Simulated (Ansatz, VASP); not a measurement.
**Two plane-wave programs on AlNi**

File INCAR:

```
  PREC = Accurate
  ENCUT = 520
  EDIFF = 1E-6
  ISMEAR = 0
  SIGMA = 0.15
  LREAL = False
  LASPH = True
  NELM = 80
  ALGO = Fast
  ISIF = 2
  LWAVE = False
  LCHARG = True
  GGA = PE
  LELF = True
  LVHAR = True
  NBANDS = 14
```

File KPOINTS:

```
Automatic mesh
0
Gamma
  16 16 16
```

The input POSCAR:

```
AlNi
1.0
    1.8929072105     -1.8928758863      0.0000000000
    1.9676663099      1.9676362229      0.0000000000
    0.0000000000      0.0000000000      2.9004437058
Al Ni
1 1
Direct
    0.0000000000      0.0000000000      0.0000000000
    0.5000000000      0.5000000000      0.5000000000
```

Input for Ansatz:

```yaml
crystal:
  lattice:
    - [1.8929072105, -1.8928758863, 0.0]
    - [1.9676663099, 1.9676362229, 0.0]
    - [0.0, 0.0, 2.9004437058]
  atoms:
    - { symbol: Al, position: [0.0, 0.0, 0.0] }
    - { symbol: Ni, position: [0.5, 0.5, 0.5] }
basis:
  ecutwfc: 520.0
kpoints:
  mp_grid: { grid: [16, 16, 16] }
hamiltonian:
  xc: pbe
  pseudopotentials: { kind: paw, azcp: { folder: soft_1 } }
scf:
  occupations: { method: gaussian, width: 0.15 }
output:
  forces: true
  stress: true
  eigenvalues: true
```

Change from the starting cell: normal strain along x -0.0733, normal strain along y -0.0367.

Alike in both runs: task single point; functional PBE; k mesh 16 × 16 × 16; occupations gaussian, width 0.15 eV; no spin polarisation.

```csv
,VASP,Ansatz
version,VASP 6.6.1,Ansatz 0.2.0
potentials or method,"VASP PAW PBE potentials, release 64 (Al, Ni), cutoff 520 eV","scalar-relativistic, plane waves, PAW"
valence electrons in the cell,13,21
```

|  | VASP | Ansatz | Ansatz less VASP |
| --- | --- | --- | --- |
| gap on the k mesh at the Fermi level (eV) | none | none | - |
| pressure (GPa) | 23.4 | 23.5 | +0.11 |
| traceless stress, the component that is largest in VASP (GPa) | -3.59 | -3.51 | +0.077 |

A gap of «none» marks a metal or a gap that the smearing closes. VASP's potentials hold 13 valence electrons a cell and Ansatz's 21, so a difference there can come from the potentials and not from the codes. Ansatz's warnings: near symmetry operations not taken.
